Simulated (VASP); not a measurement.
Write the native input for VASP 6.6.1 that does the following.

* Task: single point
* Functional: PBEsol
* Potentials or basis: VASP PAW PBE potentials, release 64 (Ge_d)
* Cutoff: 520 eV
* k mesh: 10 × 10 × 10
* Occupations: gaussian, width 0.15 eV
* Spin: no spin polarisation
* Dipole correction: no
* Further INCAR settings: ALGO = Normal; EDIFF = 1e-06; NBANDS = 21

The structure of Ge lies in POSCAR:

```
Ge
1.0
    0.0386935345      2.9769319415      2.9969934424
    3.1005499369     -0.1374766991      3.1731636760
    2.8250864308      2.8776386690      0.1379868071
Ge
2
Direct
    0.5072754515      0.4216495915      0.5215237509
    0.7427245485      0.8283504085      0.7284762491
```

This cell differs from its parent crystal: atoms moved at random and the cell strained at random.

These files were run (other wordings do the same):

INCAR

```
PREC = Accurate
ENCUT = 520
EDIFF = 1E-6
ISMEAR = 0
SIGMA = 0.15
LREAL = F
LASPH = T
NELM = 60
ALGO = Normal
ISIF = 2
LWAVE = F
LCHARG = T
GGA = PS
LELF = T
LVHAR = T
NBANDS = 21
```

KPOINTS

```
Automatic mesh
0
Gamma
  10 10 10
```

Potentials or basis: VASP PAW PBE potentials, release 64 (Ge_d).

The run is started by

```sh
$ cat potpaw_PBE.64/Ge_d/POTCAR > POTCAR
$ mpirun -np 1 vasp_std > vasp.out
```

It gave:

```json
{
  "Pressure": "-1.4 GPa",
  "Largest force": "4.601 eV/Å",
  "Band gap on the k mesh": "zero (band 14 reaches 4.46 eV, above the bottom of band 15 at 2.46 eV)"
}
```

Caveat: the cell differs from its parent crystal (atoms moved at random and the cell strained at random); the PAW data sets were made with another functional, which shifts forces and pressure a little.

Run time: 4.2 min on 1 thread of AMD EPYC 9R45 96-Core Processor (Zen 5), on a shared host, peak memory 0.49 GiB.
